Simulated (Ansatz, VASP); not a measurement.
# BIr3Br in VASP and in Ansatz

```xyz
5
Lattice="4.3813 0.0000 0.0000 0.0000 4.3813 0.0000 0.0000 0.0000 4.3813" Properties=species:S:1:pos:R:3 pbc="T T T"
B     2.1906    2.1906    2.1906
Ir    0.0000    2.1906    2.1906
Ir    2.1906    0.0000    2.1906
Ir    2.1906    2.1906    0.0000
Br    0.0000    0.0000    0.0000
```

Alike in both runs: task relaxation of cell and atoms; functional PBEsol; k mesh 4 × 4 × 4; occupations gaussian, width 0.1175 eV; no spin polarisation.

|  | VASP | Ansatz |
| --- | --- | --- |
| version | VASP 6.6.1 | Ansatz 0.2.0 |
| potentials or method | VASP PAW PBE potentials, release 64 (B, Ir, Br), cutoff 600 eV | PAW plane waves |
| valence electrons in the cell | 37 | 61 |

```tsv
	VASP	Ansatz	Ansatz less VASP
gap on the k mesh at the Fermi level, each at its own relaxed structure (eV)	none	none	-
relaxed volume (Å³/atom)	14.38	14.32	-0.060
relaxed cell length with the largest relative difference (Å)	4.158	4.152	-0.0058
```

VASP's potentials were made for PBE, not for PBEsol. A gap of «none» marks a metal or a gap that the smearing closes. VASP's potentials hold 37 valence electrons a cell and Ansatz's 61, so a difference there can come from the potentials and not from the codes.

Spin-orbit coupling is off throughout.
